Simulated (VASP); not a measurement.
# As (Pm-3m) in VASP: a series of runs, part 2 of 3

VASP 6.6.1. The steps go on from the part before.

## 3. Single point, r2SCAN, non-collinear spin, zero start, spin-orbit coupling

The input, POSCAR:

```
As
1.0
    2.7036817444      0.0000000000      0.0000000000
    0.0000000000      2.7036817444      0.0000000000
    0.0000000000      0.0000000000      2.7036817444
As
1
Direct
    0.5000000000      0.5000000000      0.5000000000
```

The input, INCAR.step1:

```
SYSTEM = As
ALGO     = Normal         ! electronic algorithm
EDIFF    = 1E-4           ! SCF threshold, eV
ENCUT    = 520            ! plane-wave cutoff, eV
GGA      = PE             ! functional
GGA_COMPAT= .FALSE.      
ISMEAR   = -1             ! smearing method
LASPH    = .TRUE.         ! aspherical terms in the spheres
LCHARG   = .FALSE.        ! write CHGCAR
LNONCOLLINEAR= .TRUE.         ! non-collinear magnetism
LREAL    = .FALSE.        ! projectors in reciprocal space
LSORBIT  = .TRUE.         ! spin-orbit coupling
LWAVE    = .TRUE.         ! write WAVECAR
MAGMOM   = 0 0 0          ! initial moments
NBANDS   = 16             ! bands
NELM     = 150            ! most SCF steps
PREC     = Accurate       ! precision mode
SIGMA    = 0.05           ! smearing width, eV
```

The input, INCAR.step2:

```
SYSTEM = As
ALGO     = Normal         ! electronic algorithm
EDIFF    = 1E-6           ! SCF threshold, eV
ENCUT    = 520            ! plane-wave cutoff, eV
GGA_COMPAT= .FALSE.      
ISIF     = 2              ! what is computed and relaxed
ISMEAR   = -1             ! smearing method
ISTART   = 1            
LASPH    = .TRUE.         ! aspherical terms in the spheres
LCHARG   = .FALSE.        ! write CHGCAR
LMIXTAU  = .TRUE.       
LNONCOLLINEAR= .TRUE.         ! non-collinear magnetism
LORBIT   = 11             ! projections on sites
LORBMOM  = .TRUE.       
LREAL    = .FALSE.        ! projectors in reciprocal space
LSORBIT  = .TRUE.         ! spin-orbit coupling
LWAVE    = .FALSE.        ! write WAVECAR
MAGMOM   = 0 0 0          ! initial moments
METAGGA  = R2SCAN         ! meta-GGA
NBANDS   = 16             ! bands
NELM     = 150            ! most SCF steps
PREC     = Accurate       ! precision mode
SIGMA    = 0.05           ! smearing width, eV
```

The input, KPOINTS:

```
k-points
0
G
  7 7 7
  0 0 0
```

Potentials or basis: VASP PAW PBE potentials, release 64 (As).

Command:

```sh
$ cat potpaw_PBE.64/As/POTCAR > POTCAR
$ cp INCAR.step1 INCAR
$ mpirun -np 1 vasp_ncl > vasp.out
$ cp INCAR.step2 INCAR
$ mpirun -np 1 vasp_ncl > vasp.out
```

OUTCAR:

```text
SYSTEM = As
   EDIFF = 1E-6
   ENCUT = 520
   ISIF = 2
   ISMEAR = -1
   ISTART = 1
   LASPH = .TRUE.
   LNONCOLLINEAR = .TRUE.
   LORBIT = 11
   LREAL = .FALSE.
   LSORBIT = .TRUE.
   METAGGA = R2SCAN
   NELM = 150
   PREC = Accurate

 ion  position               nearest neighbor table
   1  0.500  0.500  0.500-

  LATTYP: Found a simple cubic cell.
 ALAT       =     2.7036817444

  Lattice vectors:

 A1 = (   2.7036817444,   0.0000000000,   0.0000000000)
 A2 = (   0.0000000000,   2.7036817444,   0.0000000000)
 A3 = (   0.0000000000,   0.0000000000,   2.7036817444)

Analysis of symmetry for initial positions (statically):
=====================================================================
 Subroutine PRICEL returns:
 Original cell was already a primitive cell.

 Routine SETGRP: Setting up the symmetry group for a
 simple cubic supercell.

 Subroutine GETGRP returns: Found 48 space group operations
 (whereof 48 operations were pure point group operations)
 out of a pool of 48 trial point group operations.

The static configuration has the point symmetry O_h .

Analysis of symmetry for dynamics (positions and initial velocities):
=====================================================================
 Subroutine PRICEL returns:
 Original cell was already a primitive cell.

 Routine SETGRP: Setting up the symmetry group for a
 simple cubic supercell.

 Subroutine GETGRP returns: Found 48 space group operations
 (whereof 48 operations were pure point group operations)
 out of a pool of 48 trial point group operations.

The dynamic configuration has the point symmetry O_h .

Analysis of structural, dynamic, and magnetic symmetry:
[... 544 lines left out ...]
  -------------------------------------------------------------------------------------
  Total        0.0661709      0.0661709      0.0661709      0.0000000      0.0000000     -0.0000000
  in kB        5.3642739      5.3642739      5.3642739      0.0000000      0.0000000     -0.0000000
  external PRESSURE =       5.3642739 kB  Pullay stress =       0.0000000 kB

 VOLUME and BASIS-vectors are now :
 -----------------------------------------------------------------------------
  energy-cutoff  :      520.00
  volume of cell :       19.76
      direct lattice vectors                 reciprocal lattice vectors
     2.703681744  0.000000000  0.000000000     0.369866018  0.000000000  0.000000000
     0.000000000  2.703681744  0.000000000     0.000000000  0.369866018  0.000000000
     0.000000000  0.000000000  2.703681744     0.000000000  0.000000000  0.369866018

 POSITION                                       TOTAL-FORCE (eV/Angst)
 -----------------------------------------------------------------------------------
      1.35184      1.35184      1.35184         0.000000      0.000000      0.000000
 -----------------------------------------------------------------------------------
    total drift:                                0.000000      0.000000      0.000000

  FREE ENERGIE OF THE ION-ELECTRON SYSTEM (eV)
  ---------------------------------------------------
  free  energy   TOTEN  =       -14.6030810841 eV

  energy  without entropy=      -14.5988876993  energy(sigma->0) =      -14.60098439

 orbital moment (x)

 # of ion     p       d       tot
 ----------------------------------------
  1         0.000  -0.000  -0.000
 ----------------------------------------
            0.000  -0.000  -0.000

 orbital moment (y)

 # of ion     p       d       tot
 ----------------------------------------
  1         0.000  -0.000  -0.000
 ----------------------------------------
            0.000  -0.000  -0.000

 orbital moment (z)

 # of ion     p       d       tot
 ----------------------------------------
  1         0.000  -0.000  -0.000
 ----------------------------------------
            0.000  -0.000  -0.000

 Spin-Orbit-Coupling matrix elements

 Ion:    1  E_soc:     -0.0233211
 l=   1
     0.0000000    -0.0038796    -0.0038796
    -0.0038796     0.0000000    -0.0038796
    -0.0038796    -0.0038796     0.0000000
 l=   2
     0.0000000    -0.0000016     0.0000000    -0.0000016    -0.0000056
    -0.0000016     0.0000000    -0.0000042    -0.0000016    -0.0000014
     0.0000000    -0.0000042     0.0000000    -0.0000042     0.0000000
    -0.0000016    -0.0000016    -0.0000042     0.0000000    -0.0000014
    -0.0000056    -0.0000014     0.0000000    -0.0000014     0.0000000
 l=   3
     0.0000000     0.0000000     0.0000000     0.0000000     0.0000000     0.0000000     0.0000000
     0.0000000     0.0000000     0.0000000     0.0000000     0.0000000     0.0000000     0.0000000
     0.0000000     0.0000000     0.0000000     0.0000000     0.0000000     0.0000000     0.0000000
     0.0000000     0.0000000     0.0000000     0.0000000     0.0000000     0.0000000     0.0000000
     0.0000000     0.0000000     0.0000000     0.0000000     0.0000000     0.0000000     0.0000000
     0.0000000     0.0000000     0.0000000     0.0000000     0.0000000     0.0000000     0.0000000
     0.0000000     0.0000000     0.0000000     0.0000000     0.0000000     0.0000000     0.0000000

 total charge

# of ion       s       p       d       tot
------------------------------------------
    1        1.299   1.351   0.058   2.708

 magnetization (x)

# of ion       s       p       d       tot
------------------------------------------
    1        0.000   0.000   0.000   0.000

 magnetization (y)

# of ion       s       p       d       tot
------------------------------------------
    1        0.000  -0.000   0.000  -0.000

 magnetization (z)

# of ion       s       p       d       tot
------------------------------------------
    1        0.000   0.000   0.000   0.000
```

OUTCAR.step1:

```text
SYSTEM = As
   EDIFF = 1E-4
   ENCUT = 520
   GGA = PE
   ISMEAR = -1
[... 635 lines left out ...]
     0.0000000     0.0000000     0.0000000     0.0000000     0.0000000     0.0000000     0.0000000
     0.0000000     0.0000000     0.0000000     0.0000000     0.0000000     0.0000000     0.0000000
     0.0000000     0.0000000     0.0000000     0.0000000     0.0000000     0.0000000     0.0000000
     0.0000000     0.0000000     0.0000000     0.0000000     0.0000000     0.0000000     0.0000000
     0.0000000     0.0000000     0.0000000     0.0000000     0.0000000     0.0000000     0.0000000
     0.0000000     0.0000000     0.0000000     0.0000000     0.0000000     0.0000000     0.0000000

=======================================================================

 ========================================================
```

OSZICAR.step1:

```text
N       E                     dE             d eps       ncg     rms          rms(c)
DAV:   1     0.128453329499E+02    0.12845E+02   -0.20062E+03   640   0.521E+02
DAV:   2    -0.398193776771E+01   -0.16827E+02   -0.15756E+02   840   0.945E+01
DAV:   3    -0.459712878894E+01   -0.61519E+00   -0.61388E+00   768   0.175E+01
DAV:   4    -0.459883103402E+01   -0.17022E-02   -0.17022E-02   768   0.106E+00
DAV:   5    -0.459883375449E+01   -0.27205E-05   -0.27209E-05   712   0.443E-02    0.212E+00
DAV:   6    -0.460124667827E+01   -0.24129E-02   -0.52566E-04   744   0.197E-01    0.126E+00
DAV:   7    -0.460318747393E+01   -0.19408E-02   -0.14291E-03   752   0.320E-01    0.869E-02
DAV:   8    -0.460323570921E+01   -0.48235E-04   -0.24137E-05   640   0.408E-02
   1 F= -.46032357E+01 E0= -.46011166E+01  d E =-.423830E-02  mag=     0.0000     0.0000    -0.0000
```

It took 33 s on 1 thread of Intel Xeon Platinum 8559C (Emerald Rapids), shared host; peak memory 0.18 GiB.

Results:

```
Free energy                                           : -14.6031 eV
Pressure                                              : 0.5 GPa
Net moment                                            : 0.00 μB per cell
Valence electrons inside the program's atomic spheres : As 2.71
```

Moments on the atoms (μB; x, y, z):
```
As  0.00 0.00 0.00
```

Caveat: the PAW data sets were made with another functional, which shifts forces and pressure a little.

(Part 2 of 3 ends here.)
